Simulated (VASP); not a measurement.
# SiC (I-4m2) in VASP: a series of runs

SiC is run at these levels: PBE; tasks: single point.

Program: VASP 6.6.1. These are calculated values, not measurements. Logs are shortened: lines on timing, memory, paths and dates and some standing lists are left out, and cuts for length are marked.

### 1 The cell of the first run

The structure is tetragonal, space group I-4m2 (No. 119). Conventional cell: a = 3.075 Å, b = 3.075 Å, c = 4.696 Å, α = 90.00°, β = 90.00°, γ = 90.00°. Within 2.6 Å of Si (site symmetry -4m2) lie 4 C at 1.93 Å. Within 2.6 Å of C (site symmetry -4m2) lie 4 Si at 1.93 Å.

### 2 Single point, PBE (strain +0.000 along x and y, +0.080 along z)

File INCAR:

```
SYSTEM = SiC
PREC = Accurate
ENCUT = 520
EDIFF = 1E-6
ISMEAR = 0
SIGMA = 0.05
LREAL = .False.
LASPH = .True.
NELM = 100
ALGO = Normal
ISIF = 2
LWAVE = .False.
LCHARG = .False.
GGA = PE
NBANDS = 11
```

File KPOINTS:

```
Automatic mesh
0
Gamma
  12 12 12
  0 0 0
```

File POSCAR:

```
SiC
1.0
    0.0000000000      2.1740000000      2.3479200000
    2.1740000000      0.0000000000      2.3479200000
    2.1740000000      2.1740000000      0.0000000000
Si C
1 1
Direct
    0.0000000000      0.0000000000      0.0000000000
    0.7500000000      0.7500000000      0.7500000000
```

Potentials or basis: VASP PAW PBE potentials, release 64 (Si, C).

The run is started by

```sh
$ cat potpaw_PBE.64/Si/POTCAR potpaw_PBE.64/C/POTCAR > POTCAR
$ mpirun -np 1 vasp_std > vasp.out
```

OUTCAR:

```text
SYSTEM = SiC
   PREC = Accurate
   ENCUT = 520
   EDIFF = 1E-6
   ISMEAR = 0
   LREAL = .False.
   LASPH = .True.
   NELM = 100
   ISIF = 2
   GGA = PE

 ion  position               nearest neighbor table
   1  0.000  0.000  0.000-   2 1.93   2 1.93   2 1.93   2 1.93
   2  0.750  0.750  0.750-   1 1.93   1 1.93   1 1.93   1 1.93

  LATTYP: Found a body centered tetragonal cell.
 ALAT       =     3.0745002846
 C/A-ratio  =     1.5273506474

  Lattice vectors:

 A1 = (  -2.1740000000,   0.0000000000,   2.3479200000)
 A2 = (   2.1740000000,   0.0000000000,   2.3479200000)
 A3 = (   0.0000000000,   2.1740000000,  -2.3479200000)

Analysis of symmetry for initial positions (statically):
=====================================================================
 Subroutine PRICEL returns:
 Original cell was already a primitive cell.

 Routine SETGRP: Setting up the symmetry group for a
 body centered tetragonal supercell.

 Subroutine GETGRP returns: Found  8 space group operations
 (whereof  8 operations were pure point group operations)
 out of a pool of 16 trial point group operations.

The static configuration has the point symmetry D_2d.

Analysis of symmetry for dynamics (positions and initial velocities):
=====================================================================
 Subroutine PRICEL returns:
 Original cell was already a primitive cell.

 Routine SETGRP: Setting up the symmetry group for a
 body centered tetragonal supercell.

 Subroutine GETGRP returns: Found  8 space group operations
 (whereof  8 operations were pure point group operations)
 out of a pool of 16 trial point group operations.

The dynamic configuration has the point symmetry D_2d.

 Subroutine INISYM returns: Found  8 space group operations
 (whereof  8 operations are pure point group operations),
 and found     1 'primitive' translations

----------------------------------------------------------------------------------------

                                     Primitive cell

  volume of cell :      22.1938

  direct lattice vectors                    reciprocal lattice vectors
     0.000000000  2.174000000  2.347920000    -0.229990800  0.229990800  0.212954445
     2.174000000  0.000000000  2.347920000     0.229990800 -0.229990800  0.212954445
     2.174000000  2.174000000  0.000000000     0.229990800  0.229990800 -0.212954445

  length of vectors
     3.199844422  3.199844422  3.074500285     0.388768739  0.388768739  0.388768739

  position of ions in fractional coordinates (direct lattice)
     0.000000000  0.000000000  0.000000000
     0.750000000  0.750000000  0.750000000

  ion indices of the primitive-cell ions
   primitive index   ion index
                 1           1
                 2           2

----------------------------------------------------------------------------------------

 KPOINTS: Automatic mesh

Automatic generation of k-mesh.
 Grid dimensions read from file:
 generate k-points for:   12   12   12

 Generating k-lattice:

  Cartesian coordinates                     Fractional coordinates (reciprocal lattice)
    -0.019165900  0.019165900  0.017746204     0.083333333 -0.000000000  0.000000000
     0.019165900 -0.019165900  0.017746204    -0.000000000  0.083333333  0.000000000
     0.019165900  0.019165900 -0.017746204     0.000000000  0.000000000  0.083333333

  Length of vectors
     0.032397395  0.032397395  0.032397395

  Shift w.r.t. Gamma in fractional coordinates (k-lattice)
     0.000000000  0.000000000  0.000000000

 Subroutine IBZKPT returns following result:
 ===========================================

 Found    163 irreducible k-points:

 Following reciprocal coordinates:
            Coordinates               Weight
  0.000000  0.000000  0.000000      1.000000
  0.083333 -0.000000  0.000000      8.000000
  0.166667 -0.000000  0.000000      8.000000
  0.250000  0.000000  0.000000      8.000000
  0.333333 -0.000000  0.000000      8.000000
  0.416667  0.000000  0.000000      8.000000
[... 16 lines left out ...]
  0.500000  0.166667  0.000000      8.000000
 -0.416667  0.166667  0.000000      8.000000
 [... further k-points ...]
   k-points           NKPTS =    163   k-points in BZ     NKDIM =    163   number of bands    NBANDS=     11
   number of dos      NEDOS =    301   number of ions     NIONS =      2
   total plane-waves  NPLWV =  13824
   dimension x,y,z NGX =    24 NGY =   24 NGZ =   24
   dimension x,y,z NGXF=    48 NGYF=   48 NGZF=   48
   ions per type =               1   1
   NGX,Y,Z   is equivalent  to a cutoff of  12.47, 12.47, 12.98 a.u.
   NGXF,Y,Z  is equivalent  to a cutoff of  24.94, 24.94, 25.95 a.u.
 SYSTEM =  SiC
   PREC   = accura    normal or accurate (medium, high low for compatibility)
   ISTART =      0    job   : 0-new  1-cont  2-samecut
   ICHARG =      2    charge: 1-file 2-atom 10-const
   ISPIN  =      1    spin polarized calculation?
   LNONCOLLINEAR =      F non collinear calculations
   LSORBIT =      F    spin-orbit coupling
   LASPH  =      T    aspherical Exc in radial PAW
   ENCUT  =  520.0 eV  38.22 Ry    6.18 a.u.   5.95  5.95  5.72*2*pi/ulx,y,z
   NELM   =    100;   NELMIN=  2; NELMDL= -5     # of ELM steps
   EDIFF  = 0.1E-05   stopping-criterion for ELM
   LREAL  =      F    real-space projection
[... 7 lines left out ...]
   TEBEG  =    0.0;   TEEND  =   0.0 temperature during run
   PSTRESS=    0.0 pullay stress
   NELECT =       8.0000    total number of electrons
   NUPDOWN=      -1.0000    fix difference up-down
   EMIN   =  10.00;   EMAX   =-10.00  energy-range for DOS
   EFERMI =   0.00;   METHOD = LEGACY
   ISMEAR =     0;   SIGMA  =   0.05  broadening in eV -4-tet -1-fermi 0-gaus
   EFERMI_NEDOS =   21; number of points for ismear=-14 and -15
   IALGO  =     38    algorithm
   IMIX   =      4    mixing-type and parameters
     AMIX     =   0.40;   BMIX     =  1.00
     AMIX_MAG =   1.60;   BMIX_MAG =  1.00
  volume/ion in A,a.u.               =      11.10        74.89
  Fermi-wavevector in a.u.,A,eV,Ry     =   1.165093  2.201707 18.469125  1.357442
  Thomas-Fermi vector in A             =   2.301623
   LORBIT       =      0    0 simple, 1 ext, 2 COOP (PROOUT), +10 PAW based schemes
   GGA     = PE    functional components
   LHFCALC =     F    Hartree Fock is set to
   AEXX    =    0.0000 exact exchange contribution
   IVDW    =     0    specifies the selected vdW correction
   LEPSILON=     F    determine dielectric tensor
   LRPA    =     F    only Hartree local field effects (RPA)
 non-spin polarized calculation
 Gauss-broadening in eV      SIGMA  =   0.05
  energy-cutoff  :      520.00
  volume of cell :       22.19
 maximum number of plane-waves:       636
   NGX = 11   NGY = 11   NGZ = 11

 number of electron       8.0000000 magnetization

 Free energy of the ion-electron system (eV)
  ---------------------------------------------------
  ext. energy  EPLUGINS =         0.00000000
  ---------------------------------------------------
  free energy    TOTEN  =       -14.94407708 eV

  energy without entropy =      -14.94407708  energy(sigma->0) =      -14.94407708

 E-fermi :   7.8432     XC(G=0): -11.0596

 val. band max:        7.5545292296   @ k =   0.0000   0.0000   0.0000
 cond. band min:       8.5788424624   @ k =   0.5000   0.0000   0.5000
 fundamental gap:      1.0243132328
 Fermi energy:         7.8431586669

 k-point     1 :       0.0000    0.0000    0.0000
  band No.  band energies     occupation
      1      -7.5150      2.00000
      2       6.9744      2.00000
      3       7.5545      2.00000
      4       7.5545      2.00000
      5      12.7041      0.00000
      6      14.1403      0.00000
      7      14.1403      0.00000
      8      14.3314      0.00000
      9      20.1789      0.00000
     10      22.3927      0.00000
     11      22.5834      0.00000

 k-point     2 :       0.0833   -0.0000    0.0000
  band No.  band energies     occupation
      1      -7.3862      2.00000
      2       6.5240      2.00000
      3       7.1628      2.00000
      4       7.4833      2.00000
      5      13.0036      0.00000
      6      14.0977      0.00000
      7      14.3218      0.00000
      8      14.6014      0.00000
      9      19.6510      0.00000
     10      21.7214      0.00000
     11      22.8893      0.00000

 k-point     3 :       0.1667   -0.0000    0.0000
  band No.  band energies     occupation
      1      -7.0039      2.00000
      2       5.0163      2.00000
      3       6.7790      2.00000
      4       7.3081      2.00000
      5      12.9206      0.00000
      6      14.5058      0.00000
      7      14.7442      0.00000
      8      15.2305      0.00000
      9      19.2787      0.00000
     10      20.6909      0.00000
     11      22.7270      0.00000

 k-point     4 :       0.2500    0.0000    0.0000
  band No.  band energies     occupation
      1      -6.3833      2.00000
      2       3.1863      2.00000
      3       6.4215      2.00000
      4       7.1046      2.00000
      5      12.4791      0.00000
      6      14.6550      0.00000
      7      15.0793      0.00000
      8      16.1386      0.00000
      9      19.7811      0.00000
     10      20.3860      0.00000
     11      22.2454      0.00000
[... 239 lines left out ...]
 k-point    22 :       0.4167    0.1667    0.0000
  band No.  band energies     occupation
      1      -4.9787      2.00000
      2       1.1807      2.00000
      3       4.6496      2.00000
      4       6.0529      2.00000
      5      12.2540      0.00000
      6      14.4093      0.00000
      7      16.6178      0.00000
      8      16.7177      0.00000
      9      20.0634      0.00000
     10      23.8131      0.00000
     11      24.3326      0.00000

 k-point    23 :       0.5000    0.1667    0.0000
  band No.  band energies     occupation
      1      -4.1437      2.00000
      2      -0.0593      2.00000
      3       4.1396      2.00000
      4       6.1580      2.00000
      5      12.4253      0.00000
      6      14.2069      0.00000
      7      16.2738      0.00000
      8      17.6539      0.00000
      9      20.9857      0.00000
     10      23.7517      0.00000
     11      24.4042      0.00000

 k-point    24 :      -0.4167    0.1667    0.0000
  band No.  band energies     occupation
      1      -3.8669      2.00000
      2      -0.4045      2.00000
      3       3.8495      2.00000
      4       6.3956      2.00000
      5      12.7771      0.00000
      6      14.1379      0.00000
      7      15.9497      0.00000
      8      17.6944      0.00000
      9      22.0091      0.00000
     10      22.0394      0.00000
     11      24.3572      0.00000

 [... further k-points ...]
[... 5 lines left out ...]
  --------------------------------------------------------------------------------------
  -------------------------------------------------------------------------------------
  Total       -0.4653377     -0.4653377     -3.5649819      0.0000000      0.0000000      0.0000000
  in kB      -33.5928226    -33.5928226   -257.3567402      0.0000000      0.0000000      0.0000000
  external PRESSURE =    -108.1807951 kB  Pullay stress =       0.0000000 kB

 VOLUME and BASIS-vectors are now :
 -----------------------------------------------------------------------------
  energy-cutoff  :      520.00
  volume of cell :       22.19
      direct lattice vectors                 reciprocal lattice vectors
     0.000000000  2.174000000  2.347920000    -0.229990800  0.229990800  0.212954445
     2.174000000  0.000000000  2.347920000     0.229990800 -0.229990800  0.212954445
     2.174000000  2.174000000  0.000000000     0.229990800  0.229990800 -0.212954445

 POSITION                                       TOTAL-FORCE (eV/Angst)
 -----------------------------------------------------------------------------------
      0.00000      0.00000      0.00000         0.000000      0.000000      0.000000
      3.26100      3.26100      3.52188        -0.000000     -0.000000     -0.000000
 -----------------------------------------------------------------------------------
    total drift:                                0.000000      0.000000     -0.000000

  FREE ENERGIE OF THE ION-ELECTRON SYSTEM (eV)
  ---------------------------------------------------
  free  energy   TOTEN  =       -14.9440770828 eV

  energy  without entropy=      -14.9440770828  energy(sigma->0) =      -14.94407708
```

Wall time 32 s (1 thread of Intel Xeon 8259CL, shared host); peak memory 0.16 GiB.

What came out:

```yaml
Free_energy: -14.9441 eV
Pressure: -10.8 GPa
Band_gap_on_the_k_mesh: 1.02 eV, indirect (least direct gap 4.40 eV)
```

Caveat: the cell differs from its parent crystal (strain +0.000 along x and y, +0.080 along z). A k mesh can miss the band edges.

(Continued in part 2 of 2.)
